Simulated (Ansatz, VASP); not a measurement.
## Two plane-wave programs on Sc3BN2

File INCAR:

```
  PREC = Accurate
  ENCUT = 520
  EDIFF = 1E-6
  ISMEAR = 0
  SIGMA = 0.1
  LREAL = F
  LASPH = T
  NELM = 100
  ALGO = Normal
  ISIF = 2
  LWAVE = F
  LCHARG = T
  GGA = PE
  LELF = T
  LVHAR = T
  NBANDS = 32
```

The input KPOINTS:

```
regular mesh
0
Gamma
  6 6 4
```

POSCAR

```
Sc3BN2
1.0
    4.0197087000      0.0000000000      0.0000000000
   -2.0098543500      3.4811698500      0.0000000000
    0.0000000000      0.0000000000      5.7217910900
Sc B N
3 1 2
Direct
    0.3333333300      0.6666666700      0.7600486200
    0.6666666700      0.3333333300      0.7600486200
    0.0000000000      0.0000000000      0.8835123600
    0.0000000000      0.0000000000      0.2079282300
    0.3333333300      0.6666666700      0.3188606200
    0.6666666700      0.3333333300      0.3188606200
```

Input for Ansatz:

```yaml
crystal:
  lattice:
    - [4.0197087, 0.0, 0.0]
    - [-2.00985435, 3.48116985, 0.0]
    - [0.0, 0.0, 5.72179109]
  atoms:
    - { symbol: Sc, position: [0.33333333, 0.66666667, 0.76004862] }
    - { symbol: Sc, position: [0.66666667, 0.33333333, 0.76004862] }
    - { symbol: Sc, position: [0.0, 0.0, 0.88351236] }
    - { symbol: B, position: [0.0, 0.0, 0.20792823] }
    - { symbol: "N", position: [0.33333333, 0.66666667, 0.31886062] }
    - { symbol: "N", position: [0.66666667, 0.33333333, 0.31886062] }
basis:
  ecutwfc: 420
kpoints:
  mp_grid: { grid: [6, 6, 4] }
hamiltonian:
  xc: pbe
scf:
  occupations: { method: gaussian, width: 0.1 }
  lower_state_search: "off"
output:
  forces: true
  stress: true
  eigenvalues: true
```

Alike in both runs: task single point; functional PBE; k mesh 6 × 6 × 4; occupations gaussian, width 0.1 eV; no spin polarisation.

|  | VASP | Ansatz |
| --- | --- | --- |
| version | VASP 6.6.1 | Ansatz 0.2.0 |
| potentials or method | VASP PAW PBE potentials, release 64 (Sc_sv, B, N), cutoff 520 eV | scalar-relativistic, plane waves, PAW |
| valence electrons in the cell | 46 | 46 |

```csv
,VASP,Ansatz,Ansatz less VASP
gap on the k mesh at the Fermi level (eV),none,none,-
pressure (GPa),22.0,21.3,-0.74
"traceless stress, the component that is largest in VASP (GPa)",-19.53,-19.13,+0.402
rms of the force components (eV/Å),2.198,2.187,-0.0106
```

Atom by atom the forces differ by 0.012 eV/Å (rms over components). A gap of «none» marks a metal or a gap that the smearing closes.
